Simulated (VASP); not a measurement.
# CoC (rocksalt type) (Fm-3m) in VASP: further runs

The runs below take CoC (rocksalt type) through single point, with LDA.

Everything below comes from runs of VASP 6.6.1. Logs are shortened: lines on timing, memory, paths and dates and some standing lists are left out, and cuts for length are marked.

## (1) The cell of the first run

It takes space group Fm-3m (No. 225, cubic). Conventional cell: a = 3.436 Å, b = 3.436 Å, c = 3.436 Å, α = 90.00°, β = 90.00°, γ = 90.00°. Within 2.3 Å of Co (site symmetry m-3m) lie 6 C at 1.72 Å. C (site symmetry m-3m) has 6 Co at 1.72 Å within 2.3 Å.

## (2) Single point, LDA, collinear spin, ferromagnetic start (5.07 Å³/atom)

Contents of INCAR:

```
PREC = Accurate ; ENCUT = 520
EDIFF = 1E-6 ; ISMEAR = -1
SIGMA = 0.1 ; LREAL = False
LASPH = True ; NELM = 150
ALGO = Normal ; ISIF = 2
LWAVE = False ; LCHARG = False
ISPIN = 2 ; MAGMOM = 1.7 0
LORBIT = 11 ; LMAXMIX = 4
NBANDS = 18
```

Contents of KPOINTS:

```
Automatic mesh
0
Gamma
  17 17 17
```

Contents of POSCAR:

```
CoC
1.0
    0.0000000000      1.7181168891      1.7181168891
    1.7181168891      0.0000000000      1.7181168891
    1.7181168891      1.7181168891      0.0000000000
Co C
1 1
Direct
    0.0000000000      0.0000000000      0.0000000000
    0.5000000000      0.5000000000      0.5000000000
```

Potentials or basis: VASP PAW LDA potentials, release 64 (Co, C).

Launch:

```sh
cat potpaw_LDA.64/Co/POTCAR potpaw_LDA.64/C/POTCAR > POTCAR
mpirun -np 1 vasp_std > vasp.out
```

OUTCAR:

```text
PREC = Accurate
   ENCUT = 520
   EDIFF = 1E-6
   ISMEAR = -1
   LREAL = False
   LASPH = True
   NELM = 150
   ISIF = 2
   ISPIN = 2
   LORBIT = 11

 ion  position               nearest neighbor table
   1  0.000  0.000  0.000-   2 1.72   2 1.72   2 1.72   2 1.72   2 1.72   2 1.72
   2  0.500  0.500  0.500-   1 1.72   1 1.72   1 1.72   1 1.72   1 1.72   1 1.72

  LATTYP: Found a face centered cubic cell.
 ALAT       =     3.4362337782

  Lattice vectors:

 A1 = (   0.0000000000,   1.7181168891,   1.7181168891)
 A2 = (   1.7181168891,   0.0000000000,   1.7181168891)
 A3 = (   1.7181168891,   1.7181168891,   0.0000000000)

Analysis of symmetry for initial positions (statically):
=====================================================================
 Subroutine PRICEL returns:
 Original cell was already a primitive cell.

 Routine SETGRP: Setting up the symmetry group for a
 face centered cubic supercell.

 Subroutine GETGRP returns: Found 48 space group operations
 (whereof 48 operations were pure point group operations)
 out of a pool of 48 trial point group operations.

The static configuration has the point symmetry O_h .

Analysis of symmetry for dynamics (positions and initial velocities):
=====================================================================
 Subroutine PRICEL returns:
 Original cell was already a primitive cell.

 Routine SETGRP: Setting up the symmetry group for a
 face centered cubic supercell.

 Subroutine GETGRP returns: Found 48 space group operations
 (whereof 48 operations were pure point group operations)
 out of a pool of 48 trial point group operations.

The dynamic configuration has the point symmetry O_h .

Analysis of structural, dynamic, and magnetic symmetry:
=====================================================================
 Subroutine PRICEL returns:
 Original cell was already a primitive cell.

 Routine SETGRP: Setting up the symmetry group for a
 face centered cubic supercell.

 Subroutine GETGRP returns: Found 48 space group operations
 (whereof 48 operations were pure point group operations)
 out of a pool of 48 trial point group operations.

The overall configuration has the point symmetry O_h .

 Subroutine INISYM returns: Found 48 space group operations
 (whereof 48 operations are pure point group operations),
 and found     1 'primitive' translations

----------------------------------------------------------------------------------------

                                     Primitive cell

  volume of cell :      10.1435

  direct lattice vectors                    reciprocal lattice vectors
     0.000000000  1.718116889  1.718116889    -0.291016288  0.291016288  0.291016288
     1.718116889  0.000000000  1.718116889     0.291016288 -0.291016288  0.291016288
     1.718116889  1.718116889  0.000000000     0.291016288  0.291016288 -0.291016288

  length of vectors
     2.429784206  2.429784206  2.429784206     0.504054997  0.504054997  0.504054997

  position of ions in fractional coordinates (direct lattice)
     0.000000000  0.000000000  0.000000000
     0.500000000  0.500000000  0.500000000

  ion indices of the primitive-cell ions
   primitive index   ion index
                 1           1
                 2           2

----------------------------------------------------------------------------------------

 KPOINTS: Automatic mesh

Automatic generation of k-mesh.
 Grid dimensions read from file:
 generate k-points for:   17   17   17

 Generating k-lattice:

  Cartesian coordinates                     Fractional coordinates (reciprocal lattice)
    -0.017118605  0.017118605  0.017118605     0.058823529  0.000000000  0.000000000
     0.017118605 -0.017118605  0.017118605     0.000000000  0.058823529  0.000000000
     0.017118605  0.017118605 -0.017118605     0.000000000  0.000000000  0.058823529

  Length of vectors
     0.029650294  0.029650294  0.029650294

  Shift w.r.t. Gamma in fractional coordinates (k-lattice)
     0.000000000  0.000000000  0.000000000

 Subroutine IBZKPT returns following result:
 ===========================================

 Found    165 irreducible k-points:

 Following reciprocal coordinates:
            Coordinates               Weight
  0.000000  0.000000  0.000000      1.000000
  0.058824  0.000000  0.000000      8.000000
  0.117647  0.000000  0.000000      8.000000
  0.176471  0.000000  0.000000      8.000000
  0.235294  0.000000  0.000000      8.000000
  0.294118  0.000000  0.000000      8.000000
[... 16 lines left out ...]
 -0.176471  0.058824  0.000000     24.000000
 -0.117647  0.058824  0.000000     24.000000
 [... further k-points ...]
   k-points           NKPTS =    165   k-points in BZ     NKDIM =    165   number of bands    NBANDS=     18
   number of dos      NEDOS =    301   number of ions     NIONS =      2
   total plane-waves  NPLWV =   5832
   dimension x,y,z NGX =    18 NGY =   18 NGZ =   18
   dimension x,y,z NGXF=    36 NGYF=   36 NGZF=   36
   ions per type =               1   1
   NGX,Y,Z   is equivalent  to a cutoff of  12.32, 12.32, 12.32 a.u.
   NGXF,Y,Z  is equivalent  to a cutoff of  24.63, 24.63, 24.63 a.u.
 SYSTEM =  unknown system
   PREC   = accura    normal or accurate (medium, high low for compatibility)
   ISTART =      0    job   : 0-new  1-cont  2-samecut
   ICHARG =      2    charge: 1-file 2-atom 10-const
   ISPIN  =      2    spin polarized calculation?
   LNONCOLLINEAR =      F non collinear calculations
   LSORBIT =      F    spin-orbit coupling
   LASPH  =      T    aspherical Exc in radial PAW
   ENCUT  =  520.0 eV  38.22 Ry    6.18 a.u.   4.52  4.52  4.52*2*pi/ulx,y,z
   NELM   =    150;   NELMIN=  2; NELMDL= -5     # of ELM steps
   EDIFF  = 0.1E-05   stopping-criterion for ELM
   LREAL  =      F    real-space projection
   EDIFFG = 0.1E-04   stopping-criterion for IOM
   NSW    =      0    number of steps for IOM
   IBRION =     -1    ionic relax: 0-MD 1-quasi-New 2-CG
   NFREE  =      0    steps in history (QN), initial steepest desc. (CG)
   ISIF   =      2    stress and relaxation
   ISYM   =      2    0-nonsym 1-usesym 2-fastsym
   POTIM  = 0.5000    time-step for ionic-motion
   TEBEG  =    0.0;   TEEND  =   0.0 temperature during run
   PSTRESS=    0.0 pullay stress
   NELECT =      13.0000    total number of electrons
   NUPDOWN=      -1.0000    fix difference up-down
   EMIN   =  10.00;   EMAX   =-10.00  energy-range for DOS
   EFERMI =   0.00;   METHOD = LEGACY
   ISMEAR =    -1;   SIGMA  =   0.10  broadening in eV -4-tet -1-fermi 0-gaus
   EFERMI_NEDOS =   21; number of points for ismear=-14 and -15
   IALGO  =     38    algorithm
   IMIX   =      4    mixing-type and parameters
     AMIX     =   0.40;   BMIX     =  1.00
     AMIX_MAG =   1.60;   BMIX_MAG =  1.00
  volume/ion in A,a.u.               =       5.07        34.23
  Fermi-wavevector in a.u.,A,eV,Ry     =   1.778252  3.360409 43.024061  3.162179
  Thomas-Fermi vector in A             =   2.843482
   LORBIT       =     11    0 simple, 1 ext, 2 COOP (PROOUT), +10 PAW based schemes
   GGA     = CA    functional components
   LHFCALC =     F    Hartree Fock is set to
   AEXX    =    0.0000 exact exchange contribution
   IVDW    =     0    specifies the selected vdW correction
   LEPSILON=     F    determine dielectric tensor
   LRPA    =     F    only Hartree local field effects (RPA)
 spin polarized calculation
  energy-cutoff  :      520.00
  volume of cell :       10.14
 maximum number of plane-waves:       290
 NGX is ok and might be reduce to    18
   NGX =  9   NGY =  9   NGZ =  9

 number of electron      12.9999996 magnetization       0.0144380

 number of electron      12.9999996 magnetization      -0.0001949

 Free energy of the ion-electron system (eV)
  ---------------------------------------------------
  ext. energy  EPLUGINS =         0.00000000
  ---------------------------------------------------
  free energy    TOTEN  =       -13.03893889 eV

  energy without entropy =      -13.00068059  energy(sigma->0) =      -13.01980974

 E-fermi :  20.1860     XC(G=0): -16.6401

 val. band max:       20.1849852314   @ k =  -0.4706   0.2353   0.1176
 cond. band min:      20.2119108185   @ k =  -0.4706   0.1176   0.0588
 fundamental gap:      0.0269255871
 Fermi energy:        20.1859602704

 spin component 1

 k-point     1 :       0.0000    0.0000    0.0000
  band No.  band energies     occupation
      1      -0.6221      1.00000
      2      14.9344      1.00000
      3      14.9344      1.00000
      4      14.9344      1.00000
      5      15.9769      1.00000
      6      15.9769      1.00000
[... 10 lines left out ...]
     17      56.2583      0.00000
     18      56.2583      0.00000
[... 463 lines left out ...]
 k-point    24 :      -0.1176    0.0588    0.0000
  band No.  band energies     occupation
      1       0.1669      1.00000
      2      13.8086      1.00000
      3      14.0977      1.00000
      4      14.1182      1.00000
      5      15.3143      1.00000
      6      15.9721      1.00000
[... 10 lines left out ...]
     17      56.1787      0.00000
     18      58.5888      0.00000

 [... further k-points ...]

 spin component 2

 k-point     1 :       0.0000    0.0000    0.0000
  band No.  band energies     occupation
      1      -0.6221      1.00000
      2      14.9338      1.00000
      3      14.9338      1.00000
      4      14.9338      1.00000
      5      15.9760      1.00000
      6      15.9761      1.00000
[... 10 lines left out ...]
     17      56.2582      0.00000
     18      56.2582      0.00000
[... 463 lines left out ...]
 k-point    24 :      -0.1176    0.0588    0.0000
  band No.  band energies     occupation
      1       0.1670      1.00000
      2      13.8081      1.00000
      3      14.0971      1.00000
      4      14.1176      1.00000
      5      15.3137      1.00000
      6      15.9713      1.00000
[... 10 lines left out ...]
     17      56.1781      0.00000
     18      58.5887      0.00000

 [... further k-points ...]

------------------------ aborting loop because EDIFF is reached ----------------------------------------

  FORCE on cell =-STRESS in cart. coord.  units (eV):
  Direction    XX          YY          ZZ          XY          YZ          ZX
  --------------------------------------------------------------------------------------
  -------------------------------------------------------------------------------------
  Total       22.4844591     22.4844591     22.4844591     -0.0000000     -0.0000000      0.0000000
  in kB     3551.4435018   3551.4435018   3551.4435018     -0.0000000     -0.0000000      0.0000000
  external PRESSURE =    3551.4435018 kB  Pullay stress =       0.0000000 kB

 VOLUME and BASIS-vectors are now :
 -----------------------------------------------------------------------------
  energy-cutoff  :      520.00
  volume of cell :       10.14
      direct lattice vectors                 reciprocal lattice vectors
     0.000000000  1.718116889  1.718116889    -0.291016288  0.291016288  0.291016288
     1.718116889  0.000000000  1.718116889     0.291016288 -0.291016288  0.291016288
     1.718116889  1.718116889  0.000000000     0.291016288  0.291016288 -0.291016288

 POSITION                                       TOTAL-FORCE (eV/Angst)
 -----------------------------------------------------------------------------------
      0.00000      0.00000      0.00000        -0.000000     -0.000000     -0.000000
      1.71812      1.71812      1.71812         0.000000      0.000000      0.000000
 -----------------------------------------------------------------------------------
    total drift:                               -0.000000      0.000000      0.000000

  FREE ENERGIE OF THE ION-ELECTRON SYSTEM (eV)
  ---------------------------------------------------
  free  energy   TOTEN  =       -13.0389388903 eV

  energy  without entropy=      -13.0006805915  energy(sigma->0) =      -13.01980974

 total charge

# of ion       s       p       d       tot
------------------------------------------
    1        0.751   1.474   8.373  10.598
    2        0.946   1.864   0.000   2.810
--------------------------------------------------
tot          1.697   3.338   8.373  13.408

 magnetization (x)

# of ion       s       p       d       tot
------------------------------------------
    1       -0.000  -0.000  -0.000  -0.000
    2       -0.000  -0.000   0.000  -0.000
--------------------------------------------------
tot         -0.000  -0.000  -0.000  -0.000
```

Run time: 46 s. Hardware: 1 thread of Intel Xeon Platinum 8488C (Sapphire Rapids), shared host; peak memory 0.16 GiB.

Results:

```yaml
Free_energy: -13.0389 eV
Pressure: 355.1 GPa
Net_moment: 0.00 μB per cell
```

Caveat: the cell stands under pressure; the moments typed at the start vanished in this run.

## (3) Single point, LDA, collinear spin, ferromagnetic start

This run uses another cell than the first one, of 5.09 Å³/atom.

Contents of INCAR:

```
SYSTEM = CoC
PREC     = Accurate       ! precision mode
ENCUT    = 520            ! plane-wave cutoff, eV
EDIFF    = 1E-6           ! SCF threshold, eV
ISMEAR   = -1             ! smearing method
SIGMA    = 0.1            ! smearing width, eV
LREAL    = .False.        ! projectors in reciprocal space
LASPH    = .True.         ! aspherical terms in the spheres
NELM     = 150            ! most SCF steps
ALGO     = Normal         ! electronic algorithm
ISIF     = 2              ! what is computed and relaxed
LWAVE    = .False.        ! write WAVECAR
LCHARG   = .False.        ! write CHGCAR
ISPIN    = 2              ! spin polarisation
MAGMOM   = 1.7 0          ! initial moments
LORBIT   = 11             ! projections on sites
LMAXMIX  = 4              ! l up to which the mixer works
GGA      = CA             ! functional
NBANDS   = 18             ! bands
```

Contents of KPOINTS:

```
Automatic mesh
0
Gamma
  17 17 17
  0 0 0
```

Contents of POSCAR:

```
CoC
1.0
    0.0000000000      1.7196266807      1.7196266807
    1.7196266807      0.0000000000      1.7196266807
    1.7196266807      1.7196266807      0.0000000000
Co C
1 1
Direct
    0.0000000000      0.0000000000      0.0000000000
    0.5000000000      0.5000000000      0.5000000000
```

Potentials or basis: VASP PAW LDA potentials, release 64 (Co, C).

Launch:

```sh
cat potpaw_LDA.64/Co/POTCAR potpaw_LDA.64/C/POTCAR > POTCAR
mpirun -np 1 vasp_std > vasp.out
```

Run time: 54 s. Hardware: 1 thread of Intel Xeon Platinum 8488C (Sapphire Rapids), shared host; peak memory 0.15 GiB.

It converged, with:

```yaml
Free_energy: -13.0980 eV
Pressure: 350.8 GPa
Net_moment: 0.00 μB per cell
```

Levels at points of the mesh, in eV from the Fermi level:
Spin up:
| k point | band 4 | band 5 | band 6 | band 7 | band 8 | band 9 |
| --- | --- | --- | --- | --- | --- | --- |
| (0.00, 0.00, 0.00) | -5.23 | -4.19 | -4.19 | 0.65 | 0.65 | 0.65 |
Spin down:
| k point | band 2 | band 3 | band 4 | band 5 | band 6 | band 7 | band 8 | band 9 | band 10 | band 11 |
| --- | --- | --- | --- | --- | --- | --- | --- | --- | --- | --- |
| (0.00, 0.00, 0.00) | -5.23 | -5.23 | -5.23 | -4.19 | -4.19 | 0.65 | 0.65 | 0.65 | 17.64 | 21.26 |

Caveat: the cell stands under pressure; the moments typed at the start vanished in this run.

## (4) Single point, LDA, collinear spin, ferromagnetic start

This run uses another cell than the first one, of 7.58 Å³/atom.

Contents of INCAR:

```
PREC     = Accurate       # precision mode
ENCUT    = 520            # plane-wave cutoff, eV
EDIFF    = 1E-6           # SCF threshold, eV
ISMEAR   = -1             # smearing method
SIGMA    = 0.1            # smearing width, eV
LREAL    = F              # projectors in reciprocal space
LASPH    = T              # aspherical terms in the spheres
NELM     = 150            # most SCF steps
ALGO     = Normal         # electronic algorithm
ISIF     = 2              # what is computed and relaxed
LWAVE    = F              # write WAVECAR
LCHARG   = F              # write CHGCAR
ISPIN    = 2              # spin polarisation
MAGMOM   = 1.7 0          # initial moments
LORBIT   = 11             # projections on sites
LMAXMIX  = 4              # l up to which the mixer works
GGA      = CA             # functional
NBANDS   = 18             # bands
```

Contents of KPOINTS:

```
Automatic mesh
0
Gamma
  16 16 16
```

Contents of POSCAR:

```
CoC
1.0
    0.0000000000      1.9644636677      1.9644636677
    1.9644636677      0.0000000000      1.9644636677
    1.9644636677      1.9644636677      0.0000000000
Co C
1 1
Direct
    0.0000000000      0.0000000000      0.0000000000
    0.5000000000      0.5000000000      0.5000000000
```

Launch:

```sh
cat potpaw_LDA.64/Co/POTCAR potpaw_LDA.64/C/POTCAR > POTCAR
mpirun -np 1 vasp_std > vasp.out
```

Run time: 40 s. Hardware: 1 thread of Intel Xeon Platinum 8488C (Sapphire Rapids), shared host; peak memory 0.18 GiB.

Results (log left out):

```
Free energy                                           : -16.9510 eV
Pressure                                              : 0.8 GPa
Net moment                                            : 0.00 μB per cell
Valence electrons inside the program's atomic spheres : Co 8.81; C 2.36
```

Levels at points of the mesh, in eV from the Fermi level:
Spin up:
| k point | band 2 | band 3 | band 4 | band 5 | band 6 | band 7 | band 8 | band 9 | band 10 | band 11 |
| --- | --- | --- | --- | --- | --- | --- | --- | --- | --- | --- |
| (0.00, 0.00, 0.00) | -2.77 | -2.77 | -2.77 | -2.37 | -2.37 | 1.15 | 1.15 | 1.15 | 13.38 | 17.22 |
| (0.50, 0.00, 0.00) | -8.97 | -5.42 | -5.42 | -1.33 | -1.33 | 0.00 | 5.38 | 5.38 | 9.49 | 14.67 |
| (0.50, 0.50, 0.00) | -6.74 | -4.39 | -1.77 | -1.77 | -1.72 | -0.93 | -0.93 | 1.56 | 9.77 | 12.92 |
Spin down:
```csv
k point,band 3,band 4,band 5,band 6,band 7,band 8,band 9,band 10
"(0.00, 0.00, 0.00)",-2.77,-2.77,-2.37,-2.37,1.15,1.15,1.15,13.38
"(0.50, 0.00, 0.00)",-5.42,-5.42,-1.33,-1.33,0.00,5.38,5.38,9.49
"(0.50, 0.50, 0.00)",-4.40,-1.77,-1.77,-1.72,-0.93,-0.93,1.56,9.77
```

Caveat: the moments typed at the start vanished in this run.
